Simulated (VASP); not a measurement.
Runs of VASP 6.6.1 on CsPbCl3. The structure is that of space group Pm-3m (No. 221), or close to it. The cells are those of the table. 

| level | cell | gap on the mesh (eV) | pressure (GPa) |
| --- | --- | --- | --- |
| r2SCAN | a = 5.677 Å, 5 atoms | 2.48 | 0.0 |
| PBE | a = 5.623 Å, 5 atoms | 1.98 | (c) |
| r2SCAN | a = 5.619 Å, 5 atoms | (b) | 0.8 |
| PBE | a = 5.853 Å, 5 atoms | 2.41 | -1.2 |
| PBE | a = 5.682 Å, 5 atoms | 2.11 | 0.7 |
| PBE | a = 5.740 Å, 5 atoms | (a) | 0.0 |
| PBE | a = 5.677 Å, 5 atoms | 2.10 | 0.7 |
| r2SCAN | a = 5.788 Å, 5 atoms | 2.70 | -1.3 |
| r2SCAN | a = 5.561 Å, 5 atoms | 2.19 | 1.8 |
| PBE | a = 5.797 Å, 5 atoms | 2.32 | -0.6 |
| r2SCAN | a = 5.733 Å, 5 atoms | 2.60 | -0.7 |

Alike in all rows: task single point; potentials or basis VASP PAW PBE potentials, release 64 (Cs_sv, Pb_d, Cl); no spin polarisation; k mesh 4 × 4 × 4; cutoff (eV) 520; smearing gaussian 0.01 eV.

Question: Fill in the values left out.

Answer: (a) 2.22; (b) 2.34; (c) 1.5.

Caveats: spin-orbit coupling is left out, which moves the levels of the heavy elements; the PAW data sets were made with another functional, which shifts forces and pressure a little (some runs).

A k mesh can miss the band edges, and the runs leave out spin-orbit coupling on Cs, Pb.
